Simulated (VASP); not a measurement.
A run of VASP 6.6.1:

Contents of INCAR:

```
ALGO = Normal
EDIFF = 1E-7
ENCUT = 520
GGA = PE
ISIF = 2
ISMEAR = -1
LASPH = True
LCHARG = False
LREAL = Auto
LWAVE = False
NBANDS = 78
NELM = 60
PREC = Accurate
SIGMA = 0.02
```

File KPOINTS:

```
k-points
0
Gamma
  1 1 1
```

File POSCAR:

```
H21C12N7
1.0
    8.2474740000      0.0000000000      0.0000000000
    0.0000000000      8.2474740000      0.0000000000
    0.0000000000      0.0000000000      8.2474740000
N H C
7 21 12
Direct
    0.9120853245      0.8317698243      0.1230316094
    0.9997242792      0.2080030807      0.3021167451
    0.3663545954      0.5268522217      0.2528289268
    0.7169831636      0.6224087521      0.7179410326
    0.0985392618      0.7616271358      0.7928730663
    0.6086833375     -0.0134344164      0.2754782858
    0.6259007303      0.1440804785      0.8315394507
    0.9719703269      0.8904787090      0.1999036311
    0.9915763299      0.8250647410      0.0122219239
    0.8232823771      0.9030765056      0.0787756348
    1.1754144360      0.3945935446      0.0277660772
    1.2150265645      0.1760417796      0.0120521750
    1.0224706377      0.2447537270     -0.0698638153
    0.6321450665      0.6227361250     -0.0489119456
    0.7058403579      0.4636086152      0.0915795551
    0.5390741456      0.4198376376     -0.0386663844
    0.8774807899      0.7055857345      0.4001467601
    0.9890422207      0.5393045192      0.4467307202
    0.7883504695      0.5108351963      0.3531990522
    0.2333684229      0.5295318300      0.5413900062
    0.4014683769      0.6457371069      0.6267737249
    0.3429898657      0.4383160226      0.7213845112
    0.3678580860      0.3092098259      0.3648268549
    0.3010861265      0.0745925358      0.4016745006
    0.4348604191      0.1738471682      0.5426873731
    0.9383964108      0.2138230445      0.6408265125
    0.8502118346      0.0343135365      0.5731573085
    0.7628396282      0.2281789552      0.4895680787
    1.1164751777      0.2626501157      0.0203819982
    1.0428041362      0.2402553800      0.1729256740
    0.5961704153      0.5180252766      0.0308336831
    0.4780009006      0.5421053767      0.1609098737
    0.8629308804      0.5755095439      0.4401226363
    0.7900115842      0.6030694974      0.5971040345
    0.3101555701      0.5606807612      0.6608568878
    0.1976120204      0.6692473356      0.7265376041
    0.3797768868      0.1823588653      0.4162122851
    0.5307928221      0.0980421399      0.3216136238
    0.8216455123      0.1664145895      0.5986560249
    0.7091019626      0.1771208979      0.7253251117
```

Potentials or basis: VASP PAW PBE potentials, release 64 (N, H, C).

Launch:

```bash
$ cat potpaw_PBE.64/N/POTCAR potpaw_PBE.64/H/POTCAR potpaw_PBE.64/C/POTCAR > POTCAR
$ mpirun -np 1 vasp_gam > vasp.out
```

Hardware: 1 thread of Intel(R) Xeon(R) Platinum 8259CL CPU @ 2.50GHz (Skylake/Cascade Lake) (shared host).

Task: Estimate the wall time of this run.

Result: Wall time 120 s on 1 thread of Intel(R) Xeon(R) Platinum 8259CL CPU @ 2.50GHz (Skylake/Cascade Lake), on a shared host, peak memory 0.54 GiB. Counts: scf iterations 19, k points 1.
